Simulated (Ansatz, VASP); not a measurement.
# Two plane-wave programs on Hf

The input POSCAR:

```
Hf
1.0
    0.0000000000      2.2635404658      2.2635404658
    2.2635404658      0.0000000000      2.2635404658
    2.2635404658      2.2635404658      0.0000000000
Hf
1
Direct
    0.0000000000      0.0000000000      0.0000000000
```

Contents of INCAR.step1:

```
SYSTEM = Hf
  PREC = Accurate
  ENCUT = 520
  ISMEAR = -1
  SIGMA = 0.05
  LREAL = .FALSE.
  LASPH = .TRUE.
  NELM = 100
  NBANDS = 11
  GGA = PE
  ALGO = Normal
  EDIFF = 1E-4
  LWAVE = .TRUE.
  LCHARG = .FALSE.
```

INCAR.step2

```
SYSTEM = Hf
  PREC = Accurate
  ENCUT = 520
  EDIFF = 1E-7
  ISMEAR = -1
  SIGMA = 0.05
  LREAL = .FALSE.
  LASPH = .TRUE.
  NELM = 100
  ALGO = Normal
  ISIF = 2
  LWAVE = .FALSE.
  LCHARG = .TRUE.
  METAGGA = R2SCAN
  LMIXTAU = .TRUE.
  LELF = .TRUE.
  LVHAR = .TRUE.
  NBANDS = 11
  ISTART = 1
```

The input KPOINTS:

```
regular mesh
0
G
  10 10 10
  0 0 0
```

The input input.yaml:

```yaml
crystal:
  lattice:
    - [0.0, 2.2635404658, 2.2635404658]
    - [2.2635404658, 0.0, 2.2635404658]
    - [2.2635404658, 2.2635404658, 0.0]
  atoms:
    - { symbol: Hf, position: [0.0, 0.0, 0.0] }
hamiltonian:
  xc: r2scan
  pseudopotentials: { kind: paw }
kpoints:
  mp_grid: { grid: [10, 10, 10] }
scf:
  occupations: { method: fermi_dirac, width: 0.05 }
output:
  forces: true
  stress: true
  eigenvalues: true
```

Alike in both runs: task single point; functional r2SCAN; k mesh 10 × 10 × 10; occupations fermi-dirac, width 0.05 eV; no spin polarisation.

|  | VASP | Ansatz |
| --- | --- | --- |
| version | VASP 6.6.1 | Ansatz 0.2.0 |
| potentials or method | VASP PAW PBE potentials, release 64 (Hf_pv) | Ansatz PAW |
| plane-wave cutoff (eV) | 520 | 500 |
| valence electrons in the cell | 10 | 26 |

VASP gave:

| Property | Result |
| --- | --- |
| gap on the k mesh at the Fermi level (eV) | none |
| pressure (GPa) | -3.6 |

Q: Which values does Ansatz return?

A: gap on the k mesh at the Fermi level (eV): none; pressure (GPa): -3.1.

VASP's potentials were made for PBE, not for r2SCAN. A gap of «none» marks a metal or a gap that the smearing closes. The functional is the same, so the differences come from potentials, cutoffs and numerics. VASP's potentials hold 10 valence electrons a cell and Ansatz's 26, so a difference there can come from the potentials and not from the codes.

Spin-orbit coupling is off throughout.
